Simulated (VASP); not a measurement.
Write the native input for VASP 6.6.1 that does the following.

```
Task                   : single point
Functional             : PBEsol
Potentials or basis    : VASP PAW PBE potentials, release 64 (Na_pv, H)
Cutoff                 : 500 eV
k mesh                 : 5 × 5 × 5
Occupations            : gaussian, width 0.01 eV
Spin                   : no spin polarisation
Dipole correction      : no
Further INCAR settings : ALGO = Normal; EDIFF = 1e-06; NBANDS = 11
```

The structure of NaH lies in POSCAR:

```
NaH
1.0
    0.0000000000      2.3975116422      2.3975116422
    2.3975116422      0.0000000000      2.3975116422
    2.3975116422      2.3975116422      0.0000000000
Na H
1 1
Direct
    0.0000000000      0.0000000000      0.0000000000
    0.5000000000      0.5000000000      0.5000000000
```

The input as run:

INCAR

```
PREC     = Accurate       # precision mode
ENCUT    = 500            # plane-wave cutoff, eV
EDIFF    = 1E-6           # SCF threshold, eV
ISMEAR   = 0              # smearing method
SIGMA    = 0.01           # smearing width, eV
LREAL    = False          # projectors in reciprocal space
LASPH    = True           # aspherical terms in the spheres
NELM     = 120            # most SCF steps
ALGO     = Normal         # electronic algorithm
ISIF     = 2              # what is computed and relaxed
LWAVE    = False          # write WAVECAR
LCHARG   = False          # write CHGCAR
GGA      = PS             # functional
NBANDS   = 11             # bands
GGA_COMPAT= False
```

KPOINTS

```
regular mesh
0
Gamma
  5 5 5
```

Potentials or basis: VASP PAW PBE potentials, release 64 (Na_pv, H).

The run is started by

```bash
$ cat potpaw_PBE.64/Na_pv/POTCAR potpaw_PBE.64/H/POTCAR > POTCAR
$ mpirun -np 1 vasp_std > vasp.out
```

Results of the run:

The pressure is -0.1 GPa and the band gap on the k mesh is 4.48 eV, indirect (least direct gap 4.99 eV).

Caveat: the k points lie up to 0.45 Å⁻¹ apart; the PAW data sets were made with another functional, which shifts forces and pressure a little.

It took 11 s on 1 thread of AMD EPYC 7R43 64-Core Processor (Zen 3), with other jobs on the host, peak memory 0.11 GiB.
